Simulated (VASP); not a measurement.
# Nb (Im-3m) in VASP: notebook

The runs below take Nb through single point, with PBEsol.

Program: VASP 6.6.1. These are calculated values, not measurements. Logs are shortened: lines on timing, memory, paths and dates and some standing lists are left out, and cuts for length are marked.

**1. The cell of the first run**

Symmetry: Im-3m, No. 229, cubic system. Conventional cell: a = 3.276 Å, b = 3.276 Å, c = 3.276 Å, α = 90.00°, β = 90.00°, γ = 90.00°. Nb (site symmetry m-3m) has 14 Nb at 2.84 to 3.28 Å within 3.7 Å.

**2. Single point, PBEsol**

INCAR reads:

```
SYSTEM = Nb
PREC = Accurate
ENCUT = 500
EDIFF = 1E-6
ISMEAR = 0
SIGMA = 0.1
LREAL = .FALSE.
LASPH = .TRUE.
NELM = 120
ALGO = Normal
ISIF = 2
LWAVE = .FALSE.
LCHARG = .TRUE.
GGA = PS
LELF = .TRUE.
LVHAR = .TRUE.
NBANDS = 12
GGA_COMPAT = .FALSE.
```

KPOINTS reads:

```
regular mesh
0
G
  8 8 8
  0 0 0
```

POSCAR reads:

```
Nb
1.0
   -1.6377937013      1.6377937013      1.6377937013
    1.6377937013     -1.6377937013      1.6377937013
    1.6377937013      1.6377937013     -1.6377937013
Nb
1
Direct
    0.0000000000      0.0000000000      0.0000000000
```

Potentials or basis: VASP PAW PBE potentials, release 64 (Nb_sv).

On the command line:

```bash
cat potpaw_PBE.64/Nb_sv/POTCAR > POTCAR
mpirun -np 1 vasp_std > vasp.out
```

OUTCAR:

```text
SYSTEM = Nb
   PREC = Accurate
   ENCUT = 500
   EDIFF = 1E-6
   ISMEAR = 0
   LREAL = .FALSE.
   LASPH = .TRUE.
   NELM = 120
   ISIF = 2
   GGA = PS

 ion  position               nearest neighbor table
   1  0.000  0.000  0.000-

  LATTYP: Found a body centered cubic cell.
 ALAT       =     3.2755874026

  Lattice vectors:

 A1 = (  -1.6377937013,   1.6377937013,   1.6377937013)
 A2 = (   1.6377937013,  -1.6377937013,   1.6377937013)
 A3 = (   1.6377937013,   1.6377937013,  -1.6377937013)

Analysis of symmetry for initial positions (statically):
=====================================================================
 Subroutine PRICEL returns:
 Original cell was already a primitive cell.

 Routine SETGRP: Setting up the symmetry group for a
 body centered cubic supercell.

 Subroutine GETGRP returns: Found 48 space group operations
 (whereof 48 operations were pure point group operations)
 out of a pool of 48 trial point group operations.

The static configuration has the point symmetry O_h .

Analysis of symmetry for dynamics (positions and initial velocities):
=====================================================================
 Subroutine PRICEL returns:
 Original cell was already a primitive cell.

 Routine SETGRP: Setting up the symmetry group for a
 body centered cubic supercell.

 Subroutine GETGRP returns: Found 48 space group operations
 (whereof 48 operations were pure point group operations)
 out of a pool of 48 trial point group operations.

The dynamic configuration has the point symmetry O_h .

 Subroutine INISYM returns: Found 48 space group operations
 (whereof 48 operations are pure point group operations),
 and found     1 'primitive' translations

----------------------------------------------------------------------------------------

                                     Primitive cell

  volume of cell :      17.5727

  direct lattice vectors                    reciprocal lattice vectors
    -1.637793701  1.637793701  1.637793701     0.000000000  0.305288755  0.305288755
     1.637793701 -1.637793701  1.637793701     0.305288755  0.000000000  0.305288755
     1.637793701  1.637793701 -1.637793701     0.305288755  0.305288755  0.000000000

  length of vectors
     2.836741903  2.836741903  2.836741903     0.431743498  0.431743498  0.431743498

  position of ions in fractional coordinates (direct lattice)
     0.000000000  0.000000000  0.000000000

  ion indices of the primitive-cell ions
   primitive index   ion index
                 1           1

----------------------------------------------------------------------------------------

 KPOINTS: regular mesh

Automatic generation of k-mesh.
 Grid dimensions read from file:
 generate k-points for:    8    8    8

 Generating k-lattice:

  Cartesian coordinates                     Fractional coordinates (reciprocal lattice)
     0.000000000  0.038161094  0.038161094     0.125000000  0.000000000  0.000000000
     0.038161094  0.000000000  0.038161094     0.000000000  0.125000000  0.000000000
     0.038161094  0.038161094  0.000000000     0.000000000  0.000000000  0.125000000

  Length of vectors
     0.053967937  0.053967937  0.053967937

  Shift w.r.t. Gamma in fractional coordinates (k-lattice)
     0.000000000  0.000000000  0.000000000

 Subroutine IBZKPT returns following result:
 ===========================================

 Found     29 irreducible k-points:

 Following reciprocal coordinates:
            Coordinates               Weight
  0.000000  0.000000  0.000000      1.000000
  0.125000  0.000000  0.000000     12.000000
  0.250000  0.000000  0.000000     12.000000
  0.375000  0.000000  0.000000     12.000000
  0.500000  0.000000  0.000000      6.000000
  0.125000  0.125000  0.000000     24.000000
[... 16 lines left out ...]
 -0.250000  0.250000  0.250000      6.000000
 -0.375000  0.375000  0.250000     24.000000
 [... further k-points ...]
   k-points           NKPTS =     29   k-points in BZ     NKDIM =     29   number of bands    NBANDS=     12
   number of dos      NEDOS =    301   number of ions     NIONS =      1
   total plane-waves  NPLWV =  13824
   dimension x,y,z NGX =    24 NGY =   24 NGZ =   24
   dimension x,y,z NGXF=    48 NGYF=   48 NGZF=   48
   ions per type =               1
   NGX,Y,Z   is equivalent  to a cutoff of  14.07, 14.07, 14.07 a.u.
   NGXF,Y,Z  is equivalent  to a cutoff of  28.13, 28.13, 28.13 a.u.
 SYSTEM =  Nb
   PREC   = accura    normal or accurate (medium, high low for compatibility)
   ISTART =      0    job   : 0-new  1-cont  2-samecut
   ICHARG =      2    charge: 1-file 2-atom 10-const
   ISPIN  =      1    spin polarized calculation?
   LNONCOLLINEAR =      F non collinear calculations
   LSORBIT =      F    spin-orbit coupling
   LASPH  =      T    aspherical Exc in radial PAW
   ENCUT  =  500.0 eV  36.75 Ry    6.06 a.u.   5.17  5.17  5.17*2*pi/ulx,y,z
   NELM   =    120;   NELMIN=  2; NELMDL= -5     # of ELM steps
   EDIFF  = 0.1E-05   stopping-criterion for ELM
   LREAL  =      F    real-space projection
   EDIFFG = 0.1E-04   stopping-criterion for IOM
   NSW    =      0    number of steps for IOM
   IBRION =     -1    ionic relax: 0-MD 1-quasi-New 2-CG
   NFREE  =      0    steps in history (QN), initial steepest desc. (CG)
   ISIF   =      2    stress and relaxation
   ISYM   =      2    0-nonsym 1-usesym 2-fastsym
   POTIM  = 0.5000    time-step for ionic-motion
   TEBEG  =    0.0;   TEEND  =   0.0 temperature during run
   PSTRESS=    0.0 pullay stress
   NELECT =      13.0000    total number of electrons
   NUPDOWN=      -1.0000    fix difference up-down
   EMIN   =  10.00;   EMAX   =-10.00  energy-range for DOS
   EFERMI =   0.00;   METHOD = LEGACY
   ISMEAR =     0;   SIGMA  =   0.10  broadening in eV -4-tet -1-fermi 0-gaus
   EFERMI_NEDOS =   21; number of points for ismear=-14 and -15
   IALGO  =     38    algorithm
   IMIX   =      4    mixing-type and parameters
     AMIX     =   0.40;   BMIX     =  1.00
     AMIX_MAG =   1.60;   BMIX_MAG =  1.00
  volume/ion in A,a.u.               =      17.57       118.59
  Fermi-wavevector in a.u.,A,eV,Ry     =   1.480619  2.797965 29.827150  2.192234
  Thomas-Fermi vector in A             =   2.594631
   LORBIT       =      0    0 simple, 1 ext, 2 COOP (PROOUT), +10 PAW based schemes
   GGA     = PS    functional components
   LHFCALC =     F    Hartree Fock is set to
   AEXX    =    0.0000 exact exchange contribution
   IVDW    =     0    specifies the selected vdW correction
   LEPSILON=     F    determine dielectric tensor
   LRPA    =     F    only Hartree local field effects (RPA)
 non-spin polarized calculation
 Gauss-broadening in eV      SIGMA  =   0.10
  energy-cutoff  :      500.00
  volume of cell :       17.57
 maximum number of plane-waves:       466
 NGX is ok and might be reduce to    24
   NGX = 11   NGY = 11   NGZ = 11

 number of electron      13.0000001 magnetization

 Free energy of the ion-electron system (eV)
  ---------------------------------------------------
  ext. energy  EPLUGINS =         0.00000000
  ---------------------------------------------------
  free energy    TOTEN  =       -10.97989264 eV

  energy without entropy =      -10.97328486  energy(sigma->0) =      -10.97658875

 E-fermi :  11.2429     XC(G=0): -12.7618

 val. band max:       11.2082295045   @ k =   0.3750   0.2500   0.0000
 cond. band min:      11.2668356770   @ k =   0.2500   0.0000   0.0000
 fundamental gap:      0.0586061725
 Fermi energy:        11.2428780007

 k-point     1 :       0.0000    0.0000    0.0000
  band No.  band energies     occupation
      1     -42.8795      2.00000
      2     -18.1375      2.00000
      3     -18.1375      2.00000
      4     -18.1375      2.00000
      5       5.3725      2.00000
      6      11.7309      0.00000
      7      11.7309      0.00000
      8      11.7309      0.00000
      9      14.7270      0.00000
     10      14.7270      0.00000
     11      25.6712      0.00000
     12      25.6712      0.00000

 k-point     2 :       0.1250    0.0000    0.0000
  band No.  band energies     occupation
      1     -42.8403      2.00000
      2     -18.3695      2.00000
      3     -18.2078      2.00000
      4     -18.1396      2.00000
      5       6.0102      2.00000
      6      11.3464      0.14321
      7      11.5980      0.00000
      8      12.3634      0.00000
      9      14.2531      0.00000
     10      14.7369      0.00000
     11      26.1359      0.00000
     12      26.7901      0.00000

 k-point     3 :       0.2500    0.0000    0.0000
  band No.  band energies     occupation
      1     -42.7446      2.00000
      2     -18.9050      2.00000
      3     -18.3739      2.00000
      4     -18.1448      2.00000
      5       7.3445      2.00000
      6      10.5515      2.00000
      7      11.2668      0.73475
      8      14.1332      0.00000
      9      14.1977      0.00000
     10      14.8834      0.00000
     11      25.8854      0.00000
     12      27.6373      0.00000
[... 286 lines left out ...]
 k-point    23 :      -0.2500    0.2500    0.2500
  band No.  band energies     occupation
      1     -42.6296      2.00000
      2     -18.9359      2.00000
      3     -18.6321      2.00000
      4     -18.6321      2.00000
      5       8.8690      2.00000
      6      10.2115      2.00000
      7      12.3550      0.00000
      8      12.3550      0.00000
      9      13.9510      0.00000
     10      16.2589      0.00000
     11      26.1997      0.00000
     12      29.8918      0.00000

 k-point    24 :      -0.3750    0.3750    0.2500
  band No.  band energies     occupation
      1     -42.5468      2.00000
      2     -19.2322      2.00000
      3     -18.8076      2.00000
      4     -18.6782      2.00000
      5       8.9174      2.00000
      6       9.4488      2.00000
      7      12.3523      0.00000
      8      13.1297      0.00000
      9      15.9896      0.00000
     10      17.3838      0.00000
     11      25.4876      0.00000
     12      27.3856      0.00000

 [... further k-points ...]
[... 5 lines left out ...]
  --------------------------------------------------------------------------------------
  -------------------------------------------------------------------------------------
  Total       -0.0343022     -0.0343022     -0.0343022      0.0000000     -0.0000000     -0.0000000
  in kB       -3.1274836     -3.1274836     -3.1274836      0.0000000     -0.0000000     -0.0000000
  external PRESSURE =      -3.1274836 kB  Pullay stress =       0.0000000 kB

 VOLUME and BASIS-vectors are now :
 -----------------------------------------------------------------------------
  energy-cutoff  :      500.00
  volume of cell :       17.57
      direct lattice vectors                 reciprocal lattice vectors
    -1.637793701  1.637793701  1.637793701     0.000000000  0.305288755  0.305288755
     1.637793701 -1.637793701  1.637793701     0.305288755  0.000000000  0.305288755
     1.637793701  1.637793701 -1.637793701     0.305288755  0.305288755  0.000000000

 POSITION                                       TOTAL-FORCE (eV/Angst)
 -----------------------------------------------------------------------------------
      0.00000      0.00000      0.00000         0.000000      0.000000      0.000000
 -----------------------------------------------------------------------------------
    total drift:                                0.000000      0.000000     -0.000000

  FREE ENERGIE OF THE ION-ELECTRON SYSTEM (eV)
  ---------------------------------------------------
  free  energy   TOTEN  =       -10.9798926352 eV

  energy  without entropy=      -10.9732848615  energy(sigma->0) =      -10.97658875
```

Run time: 14 s. Hardware: 1 thread of Intel Xeon 8259CL, shared host; peak memory 0.13 GiB.

What came out:

| Quantity | Value |
| --- | --- |
| Free energy | -10.9799 eV |
| Pressure | -0.3 GPa |

Levels at points of the mesh, in eV from the Fermi level:
| k point | band 2 | band 3 | band 4 | band 5 | band 6 | band 7 | band 8 | band 9 | band 10 | band 11 |
| --- | --- | --- | --- | --- | --- | --- | --- | --- | --- | --- |
| (0.00, 0.00, 0.00) | -29.38 | -29.38 | -29.38 | -5.87 | 0.49 | 0.49 | 0.49 | 3.48 | 3.48 | 14.43 |
| (0.50, 0.00, 0.00) | -30.86 | -29.84 | -29.40 | -3.70 | -1.61 | 2.55 | 3.53 | 4.24 | 6.74 | 11.84 |
| (0.50, 0.50, 0.50) | -30.39 | -30.39 | -30.39 | -3.74 | -3.74 | 5.93 | 5.93 | 5.93 | 9.40 | 9.40 |

Caveat: the PAW data sets were made with another functional, which shifts forces and pressure a little.

**3. Single point, PBEsol**

This run uses another cell than the first one, of 18.43 Å³/atom, 1.049 times its volume.

INCAR reads:

```
SYSTEM = Nb
  PREC = Accurate
  ENCUT = 500
  EDIFF = 1E-6
  ISMEAR = 0
  SIGMA = 0.1
  LREAL = .False.
  LASPH = .True.
  NELM = 120
  ALGO = Normal
  ISIF = 2
  LWAVE = .False.
  LCHARG = .False.
  GGA = PS
  NBANDS = 12
  GGA_COMPAT = .False.
```

KPOINTS reads:

```
regular mesh
0
Gamma
  8 8 8
  0 0 0
```

POSCAR reads:

```
Nb
1.0
   -1.6639500000      1.6639500000      1.6639500000
    1.6639500000     -1.6639500000      1.6639500000
    1.6639500000      1.6639500000     -1.6639500000
Nb
1
Direct
    0.0000000000      0.0000000000      0.0000000000
```

Potentials or basis: VASP PAW PBE potentials, release 64 (Nb_sv).

On the command line:

```bash
cat potpaw_PBE.64/Nb_sv/POTCAR > POTCAR
mpirun -np 1 vasp_std > vasp.out
```

OUTCAR:

```text
SYSTEM = Nb
   PREC = Accurate
   ENCUT = 500
   EDIFF = 1E-6
   ISMEAR = 0
   LREAL = .False.
   LASPH = .True.
   NELM = 120
   ISIF = 2
   GGA = PS

 ion  position               nearest neighbor table
   1  0.000  0.000  0.000-

  LATTYP: Found a body centered cubic cell.
 ALAT       =     3.3279000000

  Lattice vectors:

 A1 = (  -1.6639500000,   1.6639500000,   1.6639500000)
 A2 = (   1.6639500000,  -1.6639500000,   1.6639500000)
 A3 = (   1.6639500000,   1.6639500000,  -1.6639500000)

Analysis of symmetry for initial positions (statically):
=====================================================================
 Subroutine PRICEL returns:
 Original cell was already a primitive cell.

 Routine SETGRP: Setting up the symmetry group for a
 body centered cubic supercell.

 Subroutine GETGRP returns: Found 48 space group operations
 (whereof 48 operations were pure point group operations)
 out of a pool of 48 trial point group operations.

The static configuration has the point symmetry O_h .

Analysis of symmetry for dynamics (positions and initial velocities):
[... 160 lines left out ...]
 val. band max:       10.5350985346   @ k =  -0.2500   0.2500   0.1250
 cond. band min:      10.6163748311   @ k =   0.2500   0.0000   0.0000
 fundamental gap:      0.0812762965
 Fermi energy:        10.5889460570

 k-point     1 :       0.0000    0.0000    0.0000
  band No.  band energies     occupation
      1     -43.5992      2.00000
      2     -18.9604      2.00000
      3     -18.9604      2.00000
      4     -18.9604      2.00000
      5       4.7986      2.00000
      6      11.0842      0.00000
      7      11.0842      0.00000
      8      11.0842      0.00000
      9      13.9210      0.00000
     10      13.9210      0.00000
     11      24.8781      0.00000
     12      24.8781      0.00000
[... 331 lines left out ...]
 k-point    24 :      -0.3750    0.3750    0.2500
  band No.  band energies     occupation
      1     -43.3236      2.00000
      2     -19.9052      2.00000
      3     -19.5418      2.00000
      4     -19.4280      2.00000
      5       8.3973      2.00000
      6       8.9041      2.00000
      7      11.6660      0.00000
      8      12.3973      0.00000
      9      15.0887      0.00000
     10      16.3553      0.00000
     11      24.2046      0.00000
     12      26.0166      0.00000

 [... further k-points ...]
[... 5 lines left out ...]
  --------------------------------------------------------------------------------------
  -------------------------------------------------------------------------------------
  Total       -0.9732078     -0.9732078     -0.9732078      0.0000000      0.0000000      0.0000000
  in kB      -84.6126594    -84.6126594    -84.6126594      0.0000000      0.0000000      0.0000000
  external PRESSURE =     -84.6126594 kB  Pullay stress =       0.0000000 kB

 VOLUME and BASIS-vectors are now :
 -----------------------------------------------------------------------------
  energy-cutoff  :      500.00
  volume of cell :       18.43
      direct lattice vectors                 reciprocal lattice vectors
    -1.663950000  1.663950000  1.663950000     0.000000000  0.300489798  0.300489798
     1.663950000 -1.663950000  1.663950000     0.300489798  0.000000000  0.300489798
     1.663950000  1.663950000 -1.663950000     0.300489798  0.300489798  0.000000000

 POSITION                                       TOTAL-FORCE (eV/Angst)
 -----------------------------------------------------------------------------------
      0.00000      0.00000      0.00000         0.000000     -0.000000      0.000000
 -----------------------------------------------------------------------------------
    total drift:                                0.000000      0.000000      0.000000

  FREE ENERGIE OF THE ION-ELECTRON SYSTEM (eV)
  ---------------------------------------------------
  free  energy   TOTEN  =       -10.9567875984 eV

  energy  without entropy=      -10.9502205998  energy(sigma->0) =      -10.95350410
```

Wall time 7.4 s (1 thread of Intel Xeon 8259CL, shared host); peak memory 0.14 GiB.

Results:

```yaml
Free_energy: -10.9568 eV
Pressure: -8.5 GPa
```

Levels at points of the mesh, in eV from the Fermi level:
| k point | band 4 | band 5 | band 6 | band 7 | band 8 | band 9 |
| --- | --- | --- | --- | --- | --- | --- |
| (0.00, 0.00, 0.00) | -29.55 | -5.79 | 0.50 | 0.50 | 0.50 | 3.33 |
| (0.50, 0.00, 0.00) | -29.56 | -3.51 | -1.47 | 2.31 | 3.35 | 4.01 |
| (0.50, 0.50, 0.50) | -30.42 | -3.47 | -3.47 | 5.60 | 5.60 | 5.60 |

Caveat: the PAW data sets were made with another functional, which shifts forces and pressure a little.
